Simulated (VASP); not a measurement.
A run of VASP 6.6.1 is set up as follows.

Contents of INCAR:

```
SYSTEM = Sn2PbO3
ALGO = Normal
EDIFF = 1E-7
EDIFFG = -0.08
ENCUT = 600
GGA = PE
GGA_COMPAT = .False.
IBRION = 2
ISIF = 3
ISMEAR = 0
LASPH = .True.
LCHARG = .False.
LREAL = .False.
LWAVE = .False.
NELM = 120
NELMIN = 4
NSW = 36
PREC = Accurate
SIGMA = 0.15
```

KPOINTS

```
k-points
0
Gamma
  3 3 1
  0 0 0
```

POSCAR

```
Sn2PbO3
1.0
    3.8600000000      0.0000000000      0.0000000000
    0.0000000000      3.8600000000      0.0000000000
    0.0000000000      0.0000000000     14.6000000000
Sn Pb O
4 2 6
Direct
    0.5000000000      0.0000000000      0.5880000000
    0.5000000000      0.0000000000      0.9210000000
    0.0000000000      0.5000000000      0.0790000000
    0.0000000000      0.5000000000      0.4120000000
    0.0000000000      0.5000000000      0.7460000000
    0.5000000000      0.0000000000      0.2540000000
    0.5000000000      0.5000000000      0.6667000000
    0.0000000000      0.0000000000      0.6667000000
    0.5000000000      0.5000000000      0.0000000000
    0.0000000000      0.0000000000      0.0000000000
    0.0000000000      0.0000000000      0.3333000000
    0.5000000000      0.5000000000      0.3333000000
```

Potentials or basis: VASP PAW PBE potentials, release 64 (Sn_d, Pb_d, O).

The run is started by

```sh
$ cat potpaw_PBE.64/Sn_d/POTCAR potpaw_PBE.64/Pb_d/POTCAR potpaw_PBE.64/O/POTCAR > POTCAR
$ mpirun -np 1 vasp_std > vasp.out
```

Question: Estimate the band gap on the k mesh.

Answer: 1.31 eV.

Question: Predict the space group after relaxing (to 0.1 Å).

Answer: P4/nmm (No. 129).

Question: Predict the relaxed volume.

Answer: 19.72 Å³/atom.

Question: Predict the relaxed cell.

Answer: a = 3.934 Å, b = 3.934 Å, c = 15.294 Å, α = 90.00°, β = 90.00°, γ = 90.00°.

Step by step:
| step | energy change (eV) | largest force (eV/Å) | pressure (GPa) | volume (Å³) |
| --- | --- | --- | --- | --- |
| 1 | 0.0000 | 1.7011 | 5.44 | 217.53 |
| 2 | -0.0823 | 1.2248 | -3.98 | 237.48 |
| 3 | -0.2719 | 0.5487 | -0.16 | 227.96 |
| 4 | -0.2719 | 0.5371 | -0.07 | 227.75 |
| 5 | -0.2941 | 0.1891 | 0.29 | 228.03 |
| 6 | -0.2956 | 0.1523 | 0.42 | 228.12 |
| 7 | -0.3020 | 0.1608 | 0.11 | 229.77 |
| 8 | -0.3044 | 0.1704 | -0.20 | 231.50 |
| 9 | -0.3096 | 0.0935 | -0.01 | 232.07 |
| 10 | -0.3143 | 0.1607 | 0.38 | 233.22 |
| 11 | -0.3185 | 0.1002 | 0.23 | 234.27 |
| 12 | -0.3235 | 0.0381 | -0.08 | 236.64 |

Caveat: the k points lie up to 0.53 Å⁻¹ apart in the final cell; spin-orbit coupling is left out, which moves the levels of the heavy elements; the relaxation stopped at a loose force limit of 0.08 eV/Å, so its end isn't a converged minimum. A k mesh can miss the band edges.
